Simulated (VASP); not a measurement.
# HfPt2 (Imma) in VASP: notebook

Runs on HfPt2. Level: PBE. Tasks: single point, relaxation of cell and atoms.

All numbers are computed with VASP 6.6.1; they aren't measurements. Logs are shortened: lines on timing, memory, paths and dates and some standing lists are left out, and cuts for length are marked.

### Step 1. The cell of the first run

The structure is orthorhombic, space group Imma (No. 74). The conventional cell has a = 4.257 Å, b = 6.682 Å, c = 7.235 Å, α = 90.00°, β = 90.00°, γ = 90.00°. Within 3.8 Å of Hf (site symmetry mm2) lie 12 Pt at 2.91 to 3.09 Å and 4 Hf at 3.41 to 3.63 Å. Within 3.3 Å of Pt (site symmetry m) lie 4 Pt at 2.47 to 2.54 Å and 6 Hf at 2.91 to 3.09 Å.

### Step 2. Single point, PBE

Input file INCAR:

```
SYSTEM = HfPt2
  PREC = Accurate
  ENCUT = 520
  EDIFF = 1E-6
  ISMEAR = 0
  SIGMA = 0.1
  LREAL = .FALSE.
  LASPH = .TRUE.
  NELM = 60
  ALGO = Fast
  ISIF = 2
  LWAVE = .FALSE.
  LCHARG = .FALSE.
  GGA = PE
  NBANDS = 39
```

Input file KPOINTS:

```
Automatic mesh
0
G
  6 6 6
  0 0 0
```

Input file POSCAR:

```
HfPt2
1.0
   -2.1282905371      3.3409211919      3.6172689942
    2.1282905371     -3.3409211919      3.6172689942
    2.1282905371      3.3409211919     -3.6172689942
Hf Pt
2 4
Direct
    0.2970000000      0.5470000000      0.7500000000
    0.7030000000      0.4530000000      0.2500000000
    0.1030000000      0.1630000000      0.9400000000
    0.7230000000      0.1630000000      0.5600000000
    0.2770000000      0.8370000000      0.4400000000
    0.8970000000      0.8370000000      0.0600000000
```

Potentials or basis: VASP PAW PBE potentials, release 64 (Hf_pv, Pt).

The run is started by

```sh
> cat potpaw_PBE.64/Hf_pv/POTCAR potpaw_PBE.64/Pt/POTCAR > POTCAR
> mpirun -np 1 vasp_std > vasp.out
```

OUTCAR:

```text
SYSTEM = HfPt2
   PREC = Accurate
   ENCUT = 520
   EDIFF = 1E-6
   ISMEAR = 0
   LREAL = .FALSE.
   LASPH = .TRUE.
   NELM = 60
   ISIF = 2
   GGA = PE

 ion  position               nearest neighbor table
   1  0.297  0.547  0.750-   5 2.91   5 2.91   6 2.91   6 2.91   6 2.95   5 2.95   3 3.05   4 3.05
                             3 3.09   4 3.09   4 3.09   3 3.09   2 3.41   2 3.41   2 3.63   2 3.63
   2  0.703  0.453  0.250-   4 2.91   4 2.91   3 2.91   3 2.91   3 2.95   4 2.95   6 3.05   5 3.05
                             6 3.09   5 3.09   5 3.09   6 3.09   1 3.41   1 3.41   1 3.63   1 3.63
   3  0.103  0.163  0.940-   5 2.47   5 2.47   6 2.49   4 2.54   2 2.91   2 2.91   2 2.95   1 3.05
                             1 3.09   1 3.09
   4  0.723  0.163  0.560-   6 2.47   6 2.47   5 2.49   3 2.54   2 2.91   2 2.91   2 2.95   1 3.05
                             1 3.09   1 3.09
   5  0.277  0.837  0.440-   3 2.47   3 2.47   4 2.49   6 2.54   1 2.91   1 2.91   1 2.95   2 3.05
                             2 3.09   2 3.09
   6  0.897  0.837  0.060-   4 2.47   4 2.47   3 2.49   5 2.54   1 2.91   1 2.91   1 2.95   2 3.05
                             2 3.09   2 3.09

  LATTYP: Found a body centered orthorhombic cell.
 ALAT       =     4.2565810742
 B/A-ratio  =     1.5697674418
 C/A-ratio  =     1.6996124031

  Lattice vectors:

 A1 = (  -2.1282905371,   3.3409211919,   3.6172689942)
 A2 = (   2.1282905371,  -3.3409211919,   3.6172689942)
 A3 = (   2.1282905371,   3.3409211919,  -3.6172689942)

Analysis of symmetry for initial positions (statically):
=====================================================================
 Subroutine PRICEL returns:
 Original cell was already a primitive cell.

 Routine SETGRP: Setting up the symmetry group for a
 body centered orthorhombic supercell.

 Subroutine GETGRP returns: Found  8 space group operations
 (whereof  4 operations were pure point group operations)
 out of a pool of  8 trial point group operations.

The static configuration has the point symmetry C_2h.
 The point group associated with its full space group is D_2h.

Analysis of symmetry for dynamics (positions and initial velocities):
=====================================================================
 Subroutine PRICEL returns:
 Original cell was already a primitive cell.

 Routine SETGRP: Setting up the symmetry group for a
 body centered orthorhombic supercell.

 Subroutine GETGRP returns: Found  8 space group operations
 (whereof  4 operations were pure point group operations)
 out of a pool of  8 trial point group operations.

The dynamic configuration has the point symmetry C_2h.
 The point group associated with its full space group is D_2h.

 Subroutine INISYM returns: Found  8 space group operations
 (whereof  4 operations are pure point group operations),
 and found     1 'primitive' translations

----------------------------------------------------------------------------------------

                                     Primitive cell

  volume of cell :     102.8817

  direct lattice vectors                    reciprocal lattice vectors
    -2.128290537  3.340921192  3.617268994     0.000000000  0.149659322  0.138225827
     2.128290537 -3.340921192  3.617268994     0.234930331  0.000000000  0.138225827
     2.128290537  3.340921192 -3.617268994     0.234930331  0.149659322  0.000000000

  length of vectors
     5.364327544  5.364327544  5.364327544     0.203726022  0.272577768  0.278550126

  position of ions in fractional coordinates (direct lattice)
     0.297000000  0.547000000  0.750000000
     0.703000000  0.453000000  0.250000000
     0.103000000  0.163000000  0.940000000
     0.723000000  0.163000000  0.560000000
     0.277000000  0.837000000  0.440000000
     0.897000000  0.837000000  0.060000000

  ion indices of the primitive-cell ions
   primitive index   ion index
                 1           1
                 2           2
                 3           3
                 4           4
                 5           5
                 6           6

----------------------------------------------------------------------------------------

 KPOINTS: Automatic mesh

Automatic generation of k-mesh.
 Grid dimensions read from file:
 generate k-points for:    6    6    6

 Generating k-lattice:

  Cartesian coordinates                     Fractional coordinates (reciprocal lattice)
     0.000000000  0.024943220  0.023037638     0.166666667  0.000000000  0.000000000
     0.039155055  0.000000000  0.023037638     0.000000000  0.166666667  0.000000000
     0.039155055  0.024943220  0.000000000     0.000000000  0.000000000  0.166666667

  Length of vectors
     0.033954337  0.045429628  0.046425021

  Shift w.r.t. Gamma in fractional coordinates (k-lattice)
     0.000000000  0.000000000  0.000000000

 Subroutine IBZKPT returns following result:
 ===========================================

 Found     46 irreducible k-points:

 Following reciprocal coordinates:
            Coordinates               Weight
  0.000000  0.000000  0.000000      1.000000
  0.166667  0.000000 -0.000000      4.000000
  0.333333  0.000000  0.000000      4.000000
  0.500000  0.000000  0.000000      2.000000
  0.000000  0.166667  0.000000      4.000000
  0.166667  0.166667 -0.000000      8.000000
[... 16 lines left out ...]
 -0.166667  0.166667  0.166667      2.000000
  0.166667  0.333333  0.166667      4.000000
 [... further k-points ...]
   k-points           NKPTS =     46   k-points in BZ     NKDIM =     46   number of bands    NBANDS=     39
   number of dos      NEDOS =    301   number of ions     NIONS =      6
   total plane-waves  NPLWV =  64000
   dimension x,y,z NGX =    40 NGY =   40 NGZ =   40
   dimension x,y,z NGXF=    80 NGYF=   80 NGZF=   80
   ions per type =               2   4
   NGX,Y,Z   is equivalent  to a cutoff of  12.40, 12.40, 12.40 a.u.
   NGXF,Y,Z  is equivalent  to a cutoff of  24.79, 24.79, 24.79 a.u.
 SYSTEM =  HfPt2
   PREC   = accura    normal or accurate (medium, high low for compatibility)
   ISTART =      0    job   : 0-new  1-cont  2-samecut
   ICHARG =      2    charge: 1-file 2-atom 10-const
   ISPIN  =      1    spin polarized calculation?
   LNONCOLLINEAR =      F non collinear calculations
   LSORBIT =      F    spin-orbit coupling
   LASPH  =      T    aspherical Exc in radial PAW
   ENCUT  =  520.0 eV  38.22 Ry    6.18 a.u.   9.97  9.97  9.97*2*pi/ulx,y,z
   NELM   =     60;   NELMIN=  2; NELMDL= -5     # of ELM steps
   EDIFF  = 0.1E-05   stopping-criterion for ELM
   LREAL  =      F    real-space projection
   EDIFFG = 0.1E-04   stopping-criterion for IOM
   NSW    =      0    number of steps for IOM
   IBRION =     -1    ionic relax: 0-MD 1-quasi-New 2-CG
   NFREE  =      0    steps in history (QN), initial steepest desc. (CG)
   ISIF   =      2    stress and relaxation
   ISYM   =      2    0-nonsym 1-usesym 2-fastsym
   POTIM  = 0.5000    time-step for ionic-motion
   TEBEG  =    0.0;   TEEND  =   0.0 temperature during run
   PSTRESS=    0.0 pullay stress
   NELECT =      60.0000    total number of electrons
   NUPDOWN=      -1.0000    fix difference up-down
   EMIN   =  10.00;   EMAX   =-10.00  energy-range for DOS
   EFERMI =   0.00;   METHOD = LEGACY
   ISMEAR =     0;   SIGMA  =   0.10  broadening in eV -4-tet -1-fermi 0-gaus
   EFERMI_NEDOS =   21; number of points for ismear=-14 and -15
   IALGO  =     68    algorithm
   IMIX   =      4    mixing-type and parameters
     AMIX     =   0.40;   BMIX     =  1.00
     AMIX_MAG =   1.60;   BMIX_MAG =  1.00
  volume/ion in A,a.u.               =      17.15       115.71
  Fermi-wavevector in a.u.,A,eV,Ry     =   1.367769  2.584708 25.453653  1.870791
  Thomas-Fermi vector in A             =   2.493792
   LORBIT       =      0    0 simple, 1 ext, 2 COOP (PROOUT), +10 PAW based schemes
   GGA     = PE    functional components
   LHFCALC =     F    Hartree Fock is set to
   AEXX    =    0.0000 exact exchange contribution
   IVDW    =     0    specifies the selected vdW correction
   LEPSILON=     F    determine dielectric tensor
   LRPA    =     F    only Hartree local field effects (RPA)
 non-spin polarized calculation
 RMM-DIIS sequential band-by-band and
 Gauss-broadening in eV      SIGMA  =   0.10
  energy-cutoff  :      520.00
  volume of cell :      102.88
 maximum number of plane-waves:      2798
   NGX = 19   NGY = 19   NGZ = 19

 number of electron      60.0000001 magnetization

 Free energy of the ion-electron system (eV)
  ---------------------------------------------------
  ext. energy  EPLUGINS =         0.00000000
  ---------------------------------------------------
  free energy    TOTEN  =       -47.21112041 eV

  energy without entropy =      -47.17396173  energy(sigma->0) =      -47.19254107

 E-fermi :   9.1630     XC(G=0): -12.6116

 val. band max:        9.1521631967   @ k =   0.1667   0.3333   0.0000
 cond. band min:       9.1671814941   @ k =  -0.3333   0.1667   0.0000
 fundamental gap:      0.0150182974
 Fermi energy:         9.1629722551

 k-point     1 :       0.0000    0.0000    0.0000
  band No.  band energies     occupation
      1     -22.2838      2.00000
      2     -22.1440      2.00000
      3     -22.1387      2.00000
      4     -22.1269      2.00000
      5     -22.0968      2.00000
      6     -22.0911      2.00000
[... 31 lines left out ...]
     38      13.2098      0.00000
     39      13.4113      0.00000

 k-point     2 :       0.1667    0.0000   -0.0000
  band No.  band energies     occupation
      1     -22.2729      2.00000
      2     -22.1490      2.00000
      3     -22.1414      2.00000
      4     -22.1236      2.00000
      5     -22.1078      2.00000
      6     -22.0893      2.00000
[... 31 lines left out ...]
     38      13.0725      0.00000
     39      13.3388      0.00000

 k-point     3 :       0.3333    0.0000    0.0000
  band No.  band energies     occupation
      1     -22.2426      2.00000
      2     -22.1649      2.00000
      3     -22.1449      2.00000
      4     -22.1321      2.00000
      5     -22.1191      2.00000
      6     -22.0857      2.00000
[... 31 lines left out ...]
     38      12.9923      0.00000
     39      13.2515      0.00000

 k-point     4 :       0.5000    0.0000    0.0000
  band No.  band energies     occupation
      1     -22.2041      2.00000
      2     -22.1979      2.00000
      3     -22.1462      2.00000
      4     -22.1423      2.00000
      5     -22.1172      2.00000
      6     -22.0841      2.00000
[... 31 lines left out ...]
     38      13.0370      0.00000
     39      13.6483      0.00000
[... 754 lines left out ...]
     38      12.6123      0.00000
     39      13.0776      0.00000

 k-point    23 :      -0.1667    0.1667    0.1667
  band No.  band energies     occupation
      1     -22.2850      2.00000
      2     -22.1646      2.00000
      3     -22.1500      2.00000
      4     -22.1141      2.00000
      5     -22.0966      2.00000
      6     -22.0955      2.00000
[... 31 lines left out ...]
     38      13.3138      0.00000
     39      13.4489      0.00000

 k-point    24 :       0.1667    0.3333    0.1667
  band No.  band energies     occupation
      1     -22.2434      2.00000
      2     -22.1703      2.00000
      3     -22.1654      2.00000
      4     -22.1412      2.00000
      5     -22.1024      2.00000
      6     -22.0947      2.00000
[... 31 lines left out ...]
     38      12.4100      0.00000
     39      12.9137      0.00000

 [... further k-points ...]

------------------------ aborting loop because EDIFF is reached ----------------------------------------

  FORCE on cell =-STRESS in cart. coord.  units (eV):
  Direction    XX          YY          ZZ          XY          YZ          ZX
  --------------------------------------------------------------------------------------
  -------------------------------------------------------------------------------------
  Total       13.8818557      8.1528233     13.3546505      0.0000000      0.0000000      0.0000000
  in kB      216.1823165    126.9640212    207.9721428      0.0000000      0.0000000      0.0000000
  external PRESSURE =     183.7061602 kB  Pullay stress =       0.0000000 kB

 VOLUME and BASIS-vectors are now :
 -----------------------------------------------------------------------------
  energy-cutoff  :      520.00
  volume of cell :      102.88
      direct lattice vectors                 reciprocal lattice vectors
    -2.128290537  3.340921192  3.617268994     0.000000000  0.149659322  0.138225827
     2.128290537 -3.340921192  3.617268994     0.234930331  0.000000000  0.138225827
     2.128290537  3.340921192 -3.617268994     0.234930331  0.149659322  0.000000000

 POSITION                                       TOTAL-FORCE (eV/Angst)
 -----------------------------------------------------------------------------------
      2.12829      1.67046      0.34002         0.000000     -0.000000      1.037826
      0.00000      1.67046      3.27725         0.000000      0.000000     -1.037826
      2.12829      2.94001     -2.43804        -0.000000      2.277691     -0.619251
      0.00000      3.74183      1.17923        -0.000000     -2.277691     -0.619251
      2.12829     -0.40091      2.43804         0.000000      2.277691      0.619251
      0.00000      0.40091      6.05531         0.000000     -2.277691      0.619251
 -----------------------------------------------------------------------------------
    total drift:                               -0.000000     -0.000000      0.000000

  FREE ENERGIE OF THE ION-ELECTRON SYSTEM (eV)
  ---------------------------------------------------
  free  energy   TOTEN  =       -47.2111204066 eV

  energy  without entropy=      -47.1739617340  energy(sigma->0) =      -47.19254107
```

It took 1.9 min on 1 thread of Intel Xeon 6975P-C (Granite Rapids), shared host; peak memory 0.33 GiB.

What came out:

```
Free energy            : -47.2111 eV
Pressure               : 18.4 GPa
Largest force          : 2.360 eV/Å
Band gap on the k mesh : zero (bands 30 and 31 overlap by 0.73 eV)
```

Forces on the atoms (eV/Å):
```
Hf   0.000  0.000  1.038
Hf   0.000  0.000 -1.038
Pt   0.000  2.278 -0.619
Pt   0.000 -2.278 -0.619
Pt   0.000  2.278  0.619
Pt   0.000 -2.278  0.619
```

Levels at points of the mesh, in eV from the Fermi level:
```csv
k point,band 27,band 28,band 29,band 30,band 31,band 32,band 33,band 34
"(0.00, 0.00, 0.00)",-1.01,-0.41,-0.22,-0.03,-0.02,0.01,0.01,0.63
"(0.50, 0.00, 0.00)",-1.50,-1.23,0.07,0.55,0.74,1.06,1.30,1.51
"(0.00, 0.50, 0.00)",-0.89,-0.35,-0.32,-0.21,-0.08,0.26,0.36,0.78
"(0.50, 0.50, 0.00)",-1.46,-1.46,-0.37,-0.37,0.09,0.09,1.33,1.33
"(0.50, 0.50, 0.50)",-0.90,-0.56,-0.50,-0.17,0.99,1.54,2.44,2.54
```

Caveat: the stress differs along the axes, from 13 to 22 GPa; spin-orbit coupling is left out, which moves the levels of the heavy elements; forces of over 1 eV/Å act on the atoms, so gaps and moduli don't describe the material at rest.

[end of part 1 of 2]

The gap in the log of VASP goes by the Fermi energy; the results here count the filled bands.